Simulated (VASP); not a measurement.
A run of VASP 6.6.1:

Contents of INCAR:

```
PREC = Accurate
ENCUT = 520
EDIFF = 1E-7
ISMEAR = 0
SIGMA = 0.1
LREAL = False
LASPH = True
NELM = 150
ALGO = Normal
ISIF = 2
LWAVE = False
LCHARG = True
ISPIN = 2
MAGMOM = 0 3 0 0 0 0 0 0 0 0
LORBIT = 11
LMAXMIX = 4
GGA = PE
LELF = True
LVHAR = True
NBANDS = 39
```

Contents of KPOINTS:

```
regular mesh
0
Gamma
  4 4 4
```

The input POSCAR:

```
AlCoC4N4
1.0
    5.8026633622      0.0000000000      0.0000000000
    0.0000000000      5.8026633622      0.0000000000
    0.0000000000      0.0000000000      5.8026633622
Al Co C N
1 1 4 4
Direct
    0.0000000000      0.0000000000      0.0000000000
    0.5000000000      0.5000000000      0.5000000000
    0.1953206847      0.1953206847      0.1953206847
    0.1953206847      0.8046793153      0.8046793153
    0.8046793153      0.1953206847      0.8046793153
    0.8046793153      0.8046793153      0.1953206847
    0.3116397837      0.3116397837      0.3116397837
    0.3116397837      0.6883602163      0.6883602163
    0.6883602163      0.3116397837      0.6883602163
    0.6883602163      0.6883602163      0.3116397837
```

Potentials or basis: VASP PAW PBE potentials, release 64 (Al, Co, C, N).

The run is started by

```sh
$ cat potpaw_PBE.64/Al/POTCAR potpaw_PBE.64/Co/POTCAR potpaw_PBE.64/C/POTCAR potpaw_PBE.64/N/POTCAR > POTCAR
$ mpirun -np 1 vasp_std > vasp.out
```

Hardware: 1 thread of Intel(R) Xeon(R) Platinum 8375C CPU @ 2.90GHz (Ice Lake), on a shared host.

Q: How long does it take, and how much memory?

A: Wall time 3.3 min on 1 thread of Intel(R) Xeon(R) Platinum 8375C CPU @ 2.90GHz (Ice Lake), with other jobs on the host, peak memory 0.47 GiB. Counts: scf iterations 21, k points 10.
